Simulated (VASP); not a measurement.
Input of a VASP 6.6.1 run:

INCAR

```
ALGO = Normal
EDIFF = 1E-6
ENCUT = 520
GGA = PE
ISIF = 2
ISMEAR = -1
LASPH = True
LCHARG = False
LREAL = False
LWAVE = False
NBANDS = 77
NELM = 100
PREC = Accurate
SIGMA = 0.1
```

File KPOINTS:

```
k-points
0
Gamma
  4 4 4
```

File POSCAR:

```
LuCrF4
1.0
   -3.6896500000      3.6293500000      3.2253320000
    3.7103240000     -3.6439090000      3.2652820000
    3.6686870000      3.6229460000     -3.2418400000
Lu F Cr
2 8 2
Direct
    0.9975470000      0.9949280000      0.0019030000
    0.7474200000      0.2477900000      0.4996400000
    0.5093620000      0.3349830000      0.1801320000
    0.0783200000      0.3982770000      0.3206890000
    0.1522540000      0.3332790000      0.8210960000
    0.0862400000      0.7631230000      0.6827070000
    0.2419800000      0.9210690000      0.3285260000
    0.6746520000      0.4935630000      0.8187260000
    0.5995280000      0.9184170000      0.6756910000
    0.6652150000      0.8460640000      0.1770000000
    0.4949140000      0.4986920000      0.9996460000
    0.2528200000      0.7561460000      0.5036010000
```

Potentials or basis: VASP PAW PBE potentials, release 64 (Lu, F, Cr_pv).

The run is started by

```sh
$ cat potpaw_PBE.64/Lu/POTCAR potpaw_PBE.64/F/POTCAR potpaw_PBE.64/Cr_pv/POTCAR > POTCAR
$ mpirun -np 1 vasp_std > vasp.out
```

(1) What does it give for the band gap on the k mesh?

(2) Estimate the pressure.

(3) Predict the largest force.

Answers

(1) zero (bands 65 and 66 overlap by 0.23 eV).

(2) 24.1 GPa.

(3) 7.824 eV/Å.

Caveat: the cell stands under pressure; spin-orbit coupling is left out, which moves the levels of the heavy elements; the run has no spin polarisation, though such a crystal can be magnetic; semilocal functionals often make such compounds metallic where correlation or magnetic order opens a gap, which also shifts bond lengths; forces of over 1 eV/Å act on the atoms, so gaps and moduli don't describe the material at rest.
